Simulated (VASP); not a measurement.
Here is a VASP 6.6.1 calculation.

File INCAR:

```
ALGO = Normal
EDIFF = 1E-6
ENCUT = 520
GGA = PS
ISIF = 2
ISMEAR = 0
LASPH = T
LCHARG = T
LELF = T
LREAL = F
LVHAR = T
LWAVE = F
NBANDS = 15
NELM = 60
PREC = Accurate
SIGMA = 0.01
```

KPOINTS

```
k-points
0
Gamma
  6 6 6
```

The input POSCAR:

```
RbBr
1.0
    0.0000000000      3.3992542287      3.3992542287
    3.3992542287      0.0000000000      3.3992542287
    3.3992542287      3.3992542287      0.0000000000
Rb Br
1 1
Direct
    0.0000000000      0.0000000000      0.0000000000
    0.5000000000      0.5000000000      0.5000000000
```

Potentials or basis: VASP PAW PBE potentials, release 64 (Rb_sv, Br).

Command:

```console
$ cat potpaw_PBE.64/Rb_sv/POTCAR potpaw_PBE.64/Br/POTCAR > POTCAR
$ mpirun -np 1 vasp_std > vasp.out
```

Problem. What does it give for the pressure?

Solution. 0.3 GPa.

Problem. Estimate the band gap on the k mesh.

Solution. 4.27 eV, direct.

Caveat: the PAW data sets were made with another functional, which shifts forces and pressure a little.
